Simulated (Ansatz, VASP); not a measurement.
## HPbNO4 in VASP and in Ansatz

File POSCAR:

```
HPbNO4
1.0
    4.1992300000      0.1111700000      0.1681700000
    1.9160000000      3.8913200000      0.1256800000
    1.7608500000      1.2525900000      6.3726600000
H Pb N O
1 1 1 4
Direct
    0.8914500000      0.6820200000      0.6279600000
    0.1442600000      0.9287200000      0.8835200000
    0.2567000000      0.2886100000      0.3017100000
    0.8310800000      0.6505600000      0.7840500000
    0.3869400000      0.2238000000      0.1129500000
    0.3110400000      0.0357600000      0.4585600000
    0.0772600000      0.6063300000      0.3227500000
```

Contents of INCAR.step1:

```
SYSTEM = HPbNO4
PREC = Accurate ; ENCUT = 520
EDIFF = 1E-5 ; ISMEAR = -1
SIGMA = 0.05 ; LREAL = .FALSE.
LASPH = .TRUE. ; NELM = 100
ALGO = Normal ; ISIF = 2
LWAVE = .TRUE. ; GGA = PE
NBANDS = 31
```

File INCAR.step2:

```
SYSTEM = HPbNO4
PREC = Accurate ; ENCUT = 520
EDIFF = 1E-6 ; ISMEAR = -1
SIGMA = 0.05 ; LREAL = .FALSE.
LASPH = .TRUE. ; NELM = 100
ALGO = Normal ; ISIF = 2
LWAVE = .FALSE. ; LCHARG = .TRUE.
GGA = PE ; LHFCALC = .TRUE.
AEXX = 0.25 ; HFSCREEN = 0.3
PRECFOCK = Fast ; LELF = .TRUE.
LVHAR = .TRUE. ; ISTART = 1
NBANDS = 31
```

The input KPOINTS:

```
Automatic mesh
0
G
  3 3 2
  0 0 0
```

File input.yaml:

```yaml
crystal:
  lattice:
    - [4.19923, 0.11117, 0.16817]
    - [1.916, 3.89132, 0.12568]
    - [1.76085, 1.25259, 6.37266]
  atoms:
    - { symbol: H, position: [0.89145, 0.68202, 0.62796] }
    - { symbol: Pb, position: [0.14426, 0.92872, 0.88352] }
    - { symbol: "N", position: [0.2567, 0.28861, 0.30171] }
    - { symbol: O, position: [0.83108, 0.65056, 0.78405] }
    - { symbol: O, position: [0.38694, 0.2238, 0.11295] }
    - { symbol: O, position: [0.31104, 0.03576, 0.45856] }
    - { symbol: O, position: [0.07726, 0.60633, 0.32275] }
hamiltonian:
  xc: { exchange: pbe, correlation: pbe, exx: { coeff: 0.25, omega: 0.3 } }
  pseudopotentials: { kind: paw }
kpoints:
  mp_grid: { grid: [3, 3, 2] }
scf:
  occupations: { method: fermi_dirac, width: 0.05 }
output:
  forces: true
  stress: true
  eigenvalues: true
  write_density: true
  write_potential: true
  elf: true
  volumetric_format: npy
```

Alike in both runs: task single point; functional PBE-based screened hybrid with a share of 0.25 of exact exchange and HFSCREEN = 0.3; k mesh 3 × 3 × 2; occupations fermi-dirac, width 0.05 eV; no spin polarisation.

|  | VASP | Ansatz |
| --- | --- | --- |
| version | VASP 6.6.1 | Ansatz 0.2.0 |
| potentials or method | VASP PAW PBE potentials, release 64 (H, Pb_d, N, O) | Ansatz PAW |
| plane-wave cutoff (eV) | 520 | 420 |
| valence electrons in the cell | 44 | 44 |

```csv
,VASP,Ansatz,Ansatz less VASP
gap on the k mesh at the Fermi level (eV),3.90,3.93,+0.038
least direct gap on the mesh (eV),3.90,3.93,+0.038
pressure (GPa),-3.1,-4.1,-0.92
"traceless stress, the component that is largest in VASP (GPa)",1.93,3.04,+1.111
rms of the force components (eV/Å),0.378,0.582,+0.2038
```

VASP's potentials were made for PBE, not for PBE-based screened hybrid. Atom by atom the forces differ by 0.208 eV/Å (rms over components).

The k mesh is coarse, so the values compare programs but aren't converged. Spin-orbit coupling is off throughout. Noted on VASP's run: the standard files for N, O and F lose accuracy on very short bonds. Noted on Ansatz's run: odd divisions of the mesh miss points on the zone boundary, where band edges often lie, so the gap on the mesh can be too wide.
